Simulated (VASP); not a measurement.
Wanted: the native input for a VASP 6.6.1 run.

- Task: single point
- Functional: BLYP
- Potentials or basis: VASP PAW PBE potentials, release 64 (Sn_d)
- Cutoff: 520 eV
- k mesh: 12 × 12 × 3
- Occupations: fermi-dirac, width 0.1 eV
- Spin: no spin polarisation
- Dipole correction: no
- Further INCAR settings: ALGO = Normal; EDIFF = 1e-06; NBANDS = 36

The structure of Sn lies in POSCAR:

```
Sn
1.0
    3.6432521899      0.0000000000      0.0000000000
   -1.8216260950      3.1551489489      0.0000000000
    0.0000000000      0.0000000000     11.9962201073
Sn
4
Direct
    0.0000000000      0.0000000000      1.0000000000
    0.0000000000      0.0000000000      0.5000000000
    0.3333333333      0.6666666667      0.2500000000
    0.6666666667      0.3333333333      0.7500000000
```

This cell differs from its parent crystal: volume scaled by 1.12.

The input as run:

INCAR

```
  AGGAC = 1.0
  AGGAX = 1.0
  ALDAC = 0.0
  ALDAX = 1.0
  ALGO = Normal
  EDIFF = 1E-6
  ENCUT = 520
  GGA = B5
  ISIF = 2
  ISMEAR = -1
  LASPH = True
  LCHARG = False
  LREAL = False
  LWAVE = False
  NBANDS = 36
  NELM = 80
  PREC = Accurate
  SIGMA = 0.1
```

KPOINTS

```
k-points
0
Gamma
  12 12 3
```

Potentials or basis: VASP PAW PBE potentials, release 64 (Sn_d).

The run is started by

```sh
$ cat potpaw_PBE.64/Sn_d/POTCAR > POTCAR
$ mpirun -np 1 vasp_std > vasp.out
```

Results of the run:

```yaml
Pressure: -3.0 GPa
Band_gap_on_the_k_mesh: zero (band 28 reaches 10.45 eV, above the bottom of band 29 at 4.26 eV)
```

Caveat: the PAW data sets were made with another functional, which shifts forces and pressure a little; spin-orbit coupling is left out, which moves the levels of the heavy elements.

It took 3.6 min on 1 thread of Intel(R) Xeon(R) Platinum 8488C (Sapphire Rapids), on a shared host, peak memory 0.31 GiB.
